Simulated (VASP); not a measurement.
# KF (Pm-3m) in VASP: a series of runs

KF is run at these levels: LDA; tasks: single point.

All numbers are computed with VASP 6.6.1; they aren't measurements. Logs are shortened: lines on timing, memory, paths and dates and some standing lists are left out, and cuts for length are marked.

**1. The cell of the first run**

It takes space group Pm-3m (No. 221, cubic). Conventional cell: a = 3.083 Å, b = 3.083 Å, c = 3.083 Å, α = 90.00°, β = 90.00°, γ = 90.00°. K (site symmetry m-3m) has 8 F at 2.67 Å and 6 K at 3.08 Å within 3.5 Å. Within 3.5 Å of F (site symmetry m-3m) lie 8 K at 2.67 Å and 6 F at 3.08 Å.

**2. Single point, LDA**

Contents of INCAR:

```
SYSTEM = KF
  PREC = Accurate
  ENCUT = 520
  EDIFF = 1E-6
  ISMEAR = 0
  SIGMA = 0.01
  LREAL = .FALSE.
  LASPH = .TRUE.
  NELM = 60
  ALGO = Normal
  ISIF = 2
  LWAVE = .FALSE.
  LCHARG = .FALSE.
  NBANDS = 15
```

Contents of KPOINTS:

```
regular mesh
0
G
  8 8 8
  0 0 0
```

Contents of POSCAR:

```
KF
1.0
    3.0832301891      0.0000000000      0.0000000000
    0.0000000000      3.0832301891      0.0000000000
    0.0000000000      0.0000000000      3.0832301891
K F
1 1
Direct
    0.0000000000      0.0000000000      0.0000000000
    0.5000000000      0.5000000000      0.5000000000
```

Potentials or basis: VASP PAW LDA potentials, release 64 (K_sv, F).

Command:

```console
> cat potpaw_LDA.64/K_sv/POTCAR potpaw_LDA.64/F/POTCAR > POTCAR
> mpirun -np 1 vasp_std > vasp.out
```

OUTCAR:

```text
SYSTEM = KF
   PREC = Accurate
   ENCUT = 520
   EDIFF = 1E-6
   ISMEAR = 0
   LREAL = .FALSE.
   LASPH = .TRUE.
   NELM = 60
   ISIF = 2

 ion  position               nearest neighbor table
   1  0.000  0.000  0.000-   2 2.67   2 2.67   2 2.67   2 2.67   2 2.67   2 2.67   2 2.67   2 2.67

   2  0.500  0.500  0.500-   1 2.67   1 2.67   1 2.67   1 2.67   1 2.67   1 2.67   1 2.67   1 2.67

  LATTYP: Found a simple cubic cell.
 ALAT       =     3.0832301891

  Lattice vectors:

 A1 = (   3.0832301891,   0.0000000000,   0.0000000000)
 A2 = (   0.0000000000,   3.0832301891,   0.0000000000)
 A3 = (   0.0000000000,   0.0000000000,   3.0832301891)

Analysis of symmetry for initial positions (statically):
=====================================================================
 Subroutine PRICEL returns:
 Original cell was already a primitive cell.

 Routine SETGRP: Setting up the symmetry group for a
 simple cubic supercell.

 Subroutine GETGRP returns: Found 48 space group operations
 (whereof 48 operations were pure point group operations)
 out of a pool of 48 trial point group operations.

The static configuration has the point symmetry O_h .

Analysis of symmetry for dynamics (positions and initial velocities):
=====================================================================
 Subroutine PRICEL returns:
 Original cell was already a primitive cell.

 Routine SETGRP: Setting up the symmetry group for a
 simple cubic supercell.

 Subroutine GETGRP returns: Found 48 space group operations
 (whereof 48 operations were pure point group operations)
 out of a pool of 48 trial point group operations.

The dynamic configuration has the point symmetry O_h .

 Subroutine INISYM returns: Found 48 space group operations
 (whereof 48 operations are pure point group operations),
 and found     1 'primitive' translations

----------------------------------------------------------------------------------------

                                     Primitive cell

  volume of cell :      29.3101

  direct lattice vectors                    reciprocal lattice vectors
     3.083230189  0.000000000  0.000000000     0.324335174  0.000000000  0.000000000
     0.000000000  3.083230189  0.000000000     0.000000000  0.324335174  0.000000000
     0.000000000  0.000000000  3.083230189     0.000000000  0.000000000  0.324335174

  length of vectors
     3.083230189  3.083230189  3.083230189     0.324335174  0.324335174  0.324335174

  position of ions in fractional coordinates (direct lattice)
     0.000000000  0.000000000  0.000000000
     0.500000000  0.500000000  0.500000000

  ion indices of the primitive-cell ions
   primitive index   ion index
                 1           1
                 2           2

----------------------------------------------------------------------------------------

 KPOINTS: regular mesh

Automatic generation of k-mesh.
 Grid dimensions read from file:
 generate k-points for:    8    8    8

 Generating k-lattice:

  Cartesian coordinates                     Fractional coordinates (reciprocal lattice)
     0.040541897  0.000000000  0.000000000     0.125000000  0.000000000  0.000000000
     0.000000000  0.040541897  0.000000000     0.000000000  0.125000000  0.000000000
     0.000000000  0.000000000  0.040541897     0.000000000  0.000000000  0.125000000

  Length of vectors
     0.040541897  0.040541897  0.040541897

  Shift w.r.t. Gamma in fractional coordinates (k-lattice)
     0.000000000  0.000000000  0.000000000

 Subroutine IBZKPT returns following result:
 ===========================================

 Found     35 irreducible k-points:

 Following reciprocal coordinates:
            Coordinates               Weight
  0.000000  0.000000  0.000000      1.000000
  0.125000  0.000000  0.000000      6.000000
  0.250000  0.000000  0.000000      6.000000
  0.375000  0.000000  0.000000      6.000000
  0.500000  0.000000  0.000000      3.000000
  0.125000  0.125000  0.000000     12.000000
[... 16 lines left out ...]
  0.375000  0.375000  0.125000     24.000000
  0.500000  0.375000  0.125000     24.000000
 [... further k-points ...]
   k-points           NKPTS =     35   k-points in BZ     NKDIM =     35   number of bands    NBANDS=     15
   number of dos      NEDOS =    301   number of ions     NIONS =      2
   total plane-waves  NPLWV =  13824
   dimension x,y,z NGX =    24 NGY =   24 NGZ =   24
   dimension x,y,z NGXF=    48 NGYF=   48 NGZF=   48
   ions per type =               1   1
   NGX,Y,Z   is equivalent  to a cutoff of  12.94, 12.94, 12.94 a.u.
   NGXF,Y,Z  is equivalent  to a cutoff of  25.88, 25.88, 25.88 a.u.
 SYSTEM =  KF
   PREC   = accura    normal or accurate (medium, high low for compatibility)
   ISTART =      0    job   : 0-new  1-cont  2-samecut
   ICHARG =      2    charge: 1-file 2-atom 10-const
   ISPIN  =      1    spin polarized calculation?
   LNONCOLLINEAR =      F non collinear calculations
   LSORBIT =      F    spin-orbit coupling
   LASPH  =      T    aspherical Exc in radial PAW
   ENCUT  =  520.0 eV  38.22 Ry    6.18 a.u.   5.73  5.73  5.73*2*pi/ulx,y,z
   NELM   =     60;   NELMIN=  2; NELMDL= -5     # of ELM steps
   EDIFF  = 0.1E-05   stopping-criterion for ELM
   LREAL  =      F    real-space projection
   EDIFFG = 0.1E-04   stopping-criterion for IOM
   NSW    =      0    number of steps for IOM
   IBRION =     -1    ionic relax: 0-MD 1-quasi-New 2-CG
   NFREE  =      0    steps in history (QN), initial steepest desc. (CG)
   ISIF   =      2    stress and relaxation
   ISYM   =      2    0-nonsym 1-usesym 2-fastsym
   POTIM  = 0.5000    time-step for ionic-motion
   TEBEG  =    0.0;   TEEND  =   0.0 temperature during run
   PSTRESS=    0.0 pullay stress
   NELECT =      16.0000    total number of electrons
   NUPDOWN=      -1.0000    fix difference up-down
   EMIN   =  10.00;   EMAX   =-10.00  energy-range for DOS
   EFERMI =   0.00;   METHOD = LEGACY
   ISMEAR =     0;   SIGMA  =   0.01  broadening in eV -4-tet -1-fermi 0-gaus
   EFERMI_NEDOS =   21; number of points for ismear=-14 and -15
   IALGO  =     38    algorithm
   IMIX   =      4    mixing-type and parameters
     AMIX     =   0.40;   BMIX     =  1.00
     AMIX_MAG =   1.60;   BMIX_MAG =  1.00
  volume/ion in A,a.u.               =      14.66        98.90
  Fermi-wavevector in a.u.,A,eV,Ry     =   1.337957  2.528372 24.356189  1.790129
  Thomas-Fermi vector in A             =   2.466465
   LORBIT       =      0    0 simple, 1 ext, 2 COOP (PROOUT), +10 PAW based schemes
   GGA     = CA    functional components
   LHFCALC =     F    Hartree Fock is set to
   AEXX    =    0.0000 exact exchange contribution
   IVDW    =     0    specifies the selected vdW correction
   LEPSILON=     F    determine dielectric tensor
   LRPA    =     F    only Hartree local field effects (RPA)
 non-spin polarized calculation
 Gauss-broadening in eV      SIGMA  =   0.01
  energy-cutoff  :      520.00
  volume of cell :       29.31
 maximum number of plane-waves:       840
 NGX is ok and might be reduce to    24
   NGX = 11   NGY = 11   NGZ = 11

 number of electron      16.0000014 magnetization

 Free energy of the ion-electron system (eV)
  ---------------------------------------------------
  ext. energy  EPLUGINS =         0.00000000
  ---------------------------------------------------
  free energy    TOTEN  =        -8.96775713 eV

  energy without entropy =       -8.96775713  energy(sigma->0) =       -8.96775713

 E-fermi :  -1.7683     XC(G=0): -10.5624

 val. band max:       -1.8742161087   @ k =   0.5000   0.5000   0.0000
 cond. band min:       5.3306879096   @ k =   0.0000   0.0000   0.0000
 fundamental gap:      7.2049040183
 Fermi energy:        -1.7683206755

 k-point     1 :       0.0000    0.0000    0.0000
  band No.  band energies     occupation
      1     -28.0829      2.00000
      2     -20.4821      2.00000
      3     -11.0635      2.00000
      4     -11.0635      2.00000
      5     -11.0635      2.00000
      6      -1.8768      2.00000
      7      -1.8768      2.00000
      8      -1.8768      2.00000
      9       5.3307      0.00000
     10       6.3512      0.00000
     11       6.3512      0.00000
     12      13.0286      0.00000
     13      13.0286      0.00000
     14      13.0286      0.00000
     15      21.2030      0.00000

 k-point     2 :       0.1250    0.0000    0.0000
  band No.  band energies     occupation
      1     -28.0463      2.00000
      2     -20.5001      2.00000
      3     -11.2222      2.00000
      4     -11.0346      2.00000
      5     -11.0346      2.00000
      6      -2.1450      2.00000
      7      -1.9083      2.00000
      8      -1.9083      2.00000
      9       5.8062      0.00000
     10       6.4947      0.00000
     11       6.8312      0.00000
     12      12.7171      0.00000
     13      12.7171      0.00000
     14      13.0898      0.00000
     15      19.8657      0.00000

 k-point     3 :       0.2500    0.0000    0.0000
  band No.  band energies     occupation
      1     -27.9560      2.00000
      2     -20.5472      2.00000
      3     -11.5785      2.00000
      4     -10.9637      2.00000
      5     -10.9637      2.00000
      6      -2.7182      2.00000
      7      -1.9871      2.00000
      8      -1.9871      2.00000
      9       6.8796      0.00000
     10       6.8799      0.00000
     11       8.1343      0.00000
     12      12.0872      0.00000
     13      12.0872      0.00000
     14      13.2430      0.00000
     15      17.7824      0.00000
[... 343 lines left out ...]
 k-point    23 :       0.3750    0.3750    0.1250
  band No.  band energies     occupation
      1     -27.6606      2.00000
      2     -20.4327      2.00000
      3     -12.0956      2.00000
      4     -12.0027      2.00000
      5     -10.9708      2.00000
      6      -2.7181      2.00000
      7      -2.5338      2.00000
      8      -2.0998      2.00000
      9       7.7036      0.00000
     10       8.1880      0.00000
     11      10.5068      0.00000
     12      10.6231      0.00000
     13      11.8529      0.00000
     14      12.7504      0.00000
     15      17.0824      0.00000

 k-point    24 :       0.5000    0.3750    0.1250
  band No.  band energies     occupation
      1     -27.6300      2.00000
      2     -20.4078      2.00000
      3     -12.2276      2.00000
      4     -12.0735      2.00000
      5     -10.9449      2.00000
      6      -2.6938      2.00000
      7      -2.5839      2.00000
      8      -2.0886      2.00000
      9       7.4760      0.00000
     10       8.1509      0.00000
     11      10.3161      0.00000
     12      10.5414      0.00000
     13      12.3347      0.00000
     14      14.0254      0.00000
     15      16.1079      0.00000

 [... further k-points ...]
[... 5 lines left out ...]
  --------------------------------------------------------------------------------------
  -------------------------------------------------------------------------------------
  Total        0.0647435      0.0647435      0.0647435     -0.0000000      0.0000000     -0.0000000
  in kB        3.5390677      3.5390677      3.5390677     -0.0000000      0.0000000     -0.0000000
  external PRESSURE =       3.5390677 kB  Pullay stress =       0.0000000 kB

 VOLUME and BASIS-vectors are now :
 -----------------------------------------------------------------------------
  energy-cutoff  :      520.00
  volume of cell :       29.31
      direct lattice vectors                 reciprocal lattice vectors
     3.083230189  0.000000000  0.000000000     0.324335174  0.000000000  0.000000000
     0.000000000  3.083230189  0.000000000     0.000000000  0.324335174  0.000000000
     0.000000000  0.000000000  3.083230189     0.000000000  0.000000000  0.324335174

 POSITION                                       TOTAL-FORCE (eV/Angst)
 -----------------------------------------------------------------------------------
      0.00000      0.00000      0.00000         0.000000      0.000000      0.000000
      1.54162      1.54162      1.54162         0.000000      0.000000      0.000000
 -----------------------------------------------------------------------------------
    total drift:                                0.000000      0.000000     -0.000000

  FREE ENERGIE OF THE ION-ELECTRON SYSTEM (eV)
  ---------------------------------------------------
  free  energy   TOTEN  =        -8.9677571340 eV

  energy  without entropy=       -8.9677571340  energy(sigma->0) =       -8.96775713
```

It took 18 s on 1 thread of AMD EPYC 7R43 (Zen 3), shared host; peak memory 0.1 GiB.

Results:

* Free energy: -8.9678 eV
* Pressure: 0.4 GPa
* Band gap on the k mesh: 7.20 eV, indirect (the least direct gap lies 2.6 meV higher)

Levels at points of the mesh, in eV from the valence-band top:
| k point | band 4 | band 5 | band 6 | band 7 | band 8 | band 9 | band 10 | band 11 | band 12 | band 13 |
| --- | --- | --- | --- | --- | --- | --- | --- | --- | --- | --- |
| (0.00, 0.00, 0.00) | -9.19 | -9.19 | 0.00 | 0.00 | 0.00 | 7.20 | 8.23 | 8.23 | 14.90 | 14.90 |
| (0.50, 0.00, 0.00) | -8.99 | -8.99 | -1.54 | -0.23 | -0.23 | 9.44 | 10.25 | 12.33 | 13.26 | 13.26 |
| (0.50, 0.50, 0.00) | -10.44 | -8.85 | -0.63 | -0.63 | 0.00 | 8.71 | 9.32 | 12.45 | 12.45 | 15.90 |
| (0.50, 0.50, 0.50) | -10.06 | -10.06 | -1.42 | -1.42 | -1.42 | 11.09 | 11.09 | 11.09 | 16.80 | 16.80 |

**3. Single point, LDA**

Contents of INCAR:

```
SYSTEM = KF
PREC = Accurate
ENCUT = 520
EDIFF = 1E-6
ISMEAR = 0
SIGMA = 0.01
LREAL = .False.
LASPH = .True.
NELM = 80
ALGO = Normal
ISIF = 2
LWAVE = .False.
LCHARG = .True.
GGA = CA
LELF = .True.
LVHAR = .True.
NBANDS = 15
```

Contents of KPOINTS:

```
Automatic mesh
0
Gamma
  8 8 8
  0 0 0
```

POSCAR is that of step 2.

Potentials or basis: VASP PAW LDA potentials, release 64 (K_sv, F).

Command:

```console
> cat potpaw_LDA.64/K_sv/POTCAR potpaw_LDA.64/F/POTCAR > POTCAR
> mpirun -np 1 vasp_std > vasp.out
```

OUTCAR:

```text
SYSTEM = KF
   PREC = Accurate
   ENCUT = 520
   EDIFF = 1E-6
   ISMEAR = 0
   LREAL = .False.
   LASPH = .True.
   NELM = 80
   ISIF = 2
   GGA = CA

 ion  position               nearest neighbor table
   1  0.000  0.000  0.000-   2 2.67   2 2.67   2 2.67   2 2.67   2 2.67   2 2.67   2 2.67   2 2.67

   2  0.500  0.500  0.500-   1 2.67   1 2.67   1 2.67   1 2.67   1 2.67   1 2.67   1 2.67   1 2.67

  LATTYP: Found a simple cubic cell.
 ALAT       =     3.0832301891

  Lattice vectors:

 A1 = (   3.0832301891,   0.0000000000,   0.0000000000)
 A2 = (   0.0000000000,   3.0832301891,   0.0000000000)
 A3 = (   0.0000000000,   0.0000000000,   3.0832301891)

Analysis of symmetry for initial positions (statically):
=====================================================================
 Subroutine PRICEL returns:
 Original cell was already a primitive cell.

 Routine SETGRP: Setting up the symmetry group for a
 simple cubic supercell.

 Subroutine GETGRP returns: Found 48 space group operations
 (whereof 48 operations were pure point group operations)
 out of a pool of 48 trial point group operations.

The static configuration has the point symmetry O_h .

Analysis of symmetry for dynamics (positions and initial velocities):
[... 170 lines left out ...]
      2     -20.4821      2.00000
      3     -11.0635      2.00000
      4     -11.0635      2.00000
      5     -11.0635      2.00000
      6      -1.8768      2.00000
      7      -1.8768      2.00000
      8      -1.8768      2.00000
      9       5.3307      0.00000
     10       6.3512      0.00000
     11       6.3512      0.00000
     12      13.0286      0.00000
     13      13.0286      0.00000
     14      13.0286      0.00000
[... 401 lines left out ...]
      2     -20.4078      2.00000
      3     -12.2276      2.00000
      4     -12.0735      2.00000
      5     -10.9449      2.00000
      6      -2.6938      2.00000
      7      -2.5839      2.00000
      8      -2.0886      2.00000
      9       7.4760      0.00000
     10       8.1509      0.00000
     11      10.3161      0.00000
     12      10.5414      0.00000
     13      12.3347      0.00000
     14      14.0254      0.00000
     15      16.1079      0.00000

 [... further k-points ...]
[... 5 lines left out ...]
  --------------------------------------------------------------------------------------
  -------------------------------------------------------------------------------------
  Total        0.0647435      0.0647435      0.0647435     -0.0000000      0.0000000     -0.0000000
  in kB        3.5390677      3.5390677      3.5390677     -0.0000000      0.0000000     -0.0000000
  external PRESSURE =       3.5390677 kB  Pullay stress =       0.0000000 kB

 VOLUME and BASIS-vectors are now :
 -----------------------------------------------------------------------------
  energy-cutoff  :      520.00
  volume of cell :       29.31
      direct lattice vectors                 reciprocal lattice vectors
     3.083230189  0.000000000  0.000000000     0.324335174  0.000000000  0.000000000
     0.000000000  3.083230189  0.000000000     0.000000000  0.324335174  0.000000000
     0.000000000  0.000000000  3.083230189     0.000000000  0.000000000  0.324335174

 POSITION                                       TOTAL-FORCE (eV/Angst)
 -----------------------------------------------------------------------------------
      0.00000      0.00000      0.00000         0.000000      0.000000      0.000000
      1.54162      1.54162      1.54162         0.000000      0.000000      0.000000
 -----------------------------------------------------------------------------------
    total drift:                                0.000000      0.000000     -0.000000

  FREE ENERGIE OF THE ION-ELECTRON SYSTEM (eV)
  ---------------------------------------------------
  free  energy   TOTEN  =        -8.9677571340 eV

  energy  without entropy=       -8.9677571340  energy(sigma->0) =       -8.96775713
```

Wall time 14 s (1 thread of AMD EPYC 7R43 (Zen 3), shared host); peak memory 0.1 GiB.

What came out:

```yaml
Free_energy: -8.9678 eV
Pressure: 0.4 GPa
Band_gap_on_the_k_mesh: 7.20 eV, indirect (the least direct gap lies 2.6 meV higher)
```

Levels at points of the mesh, in eV from the valence-band top:
```
           k point  band 6  band 7  band 8  band 9  band 10  band 11
(0.00, 0.00, 0.00)    0.00    0.00    0.00    7.20     8.23     8.23
(0.50, 0.00, 0.00)   -1.54   -0.23   -0.23    9.44    10.25    12.33
(0.50, 0.50, 0.00)   -0.63   -0.63    0.00    8.71     9.32    12.45
(0.50, 0.50, 0.50)   -1.42   -1.42   -1.42   11.09    11.09    11.09
```
